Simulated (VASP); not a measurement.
A run of VASP 6.6.1 is set up as follows.

The input INCAR:

```
ALGO     = Normal         # electronic algorithm
EDIFF    = 1E-8           # SCF threshold, eV
ENCUT    = 520            # plane-wave cutoff, eV
GGA      = PS             # functional
ISIF     = 2              # what is computed and relaxed
ISMEAR   = -1             # smearing method
LASPH    = True           # aspherical terms in the spheres
LCHARG   = False          # write CHGCAR
LEFG     = True         
LREAL    = False          # projectors in reciprocal space
LWAVE    = False          # write WAVECAR
NBANDS   = 28             # bands
NELM     = 60             # most SCF steps
PREC     = Accurate       # precision mode
SIGMA    = 0.08           # smearing width, eV
```

The input KPOINTS:

```
k-points
0
Gamma
  7 7 7
```

POSCAR

```
BaTiO3
1.0
    4.0524349834      0.0000000000      0.0000000000
    0.0000000000      4.0524349834      0.0000000000
    0.0000000000      0.0000000000      4.0708744846
Ba Ti O
1 1 3
Direct
    0.0000000000      0.0000000000      0.0000000000
    0.5000000000      0.5000000000      0.4820000000
    0.5000000000      0.5000000000      0.0160000000
    0.5000000000      0.0000000000      0.5150000000
    0.0000000000      0.5000000000      0.5150000000
```

Potentials or basis: VASP PAW PBE potentials, release 64 (Ba_sv, Ti_sv, O).

The run is started by

```sh
$ cat potpaw_PBE.64/Ba_sv/POTCAR potpaw_PBE.64/Ti_sv/POTCAR potpaw_PBE.64/O/POTCAR > POTCAR
$ mpirun -np 1 vasp_std > vasp.out
```

Task: Estimate the largest force.

Result: 0.637 eV/Å.

Task: Predict the pressure.

Result: -7.8 GPa.

Task: Estimate the band gap on the k mesh.

Result: 1.75 eV (least direct gap 2.01 eV).

Electric field gradients, principal values (V/Å²):
| atom | least | middle | greatest (by size) |
| --- | --- | --- | --- |
| 1 Ba | 2.202 | 2.202 | -4.405 |
| 2 Ti | 1.134 | 1.134 | -2.268 |
| 3 O | -8.736 | -8.736 | 17.472 |
| 4 O | -13.847 | -14.785 | 28.632 |
| 5 O | -13.847 | -14.785 | 28.632 |

Caveat: the cell stands under tension; without QUAD_EFG the Cq values of the log hold for a quadrupole moment of 1 mb, not for the nuclei; the PAW data sets were made with another functional, which shifts forces and pressure a little; spin-orbit coupling is left out, which moves the levels of the heavy elements. A k mesh can miss the band edges.
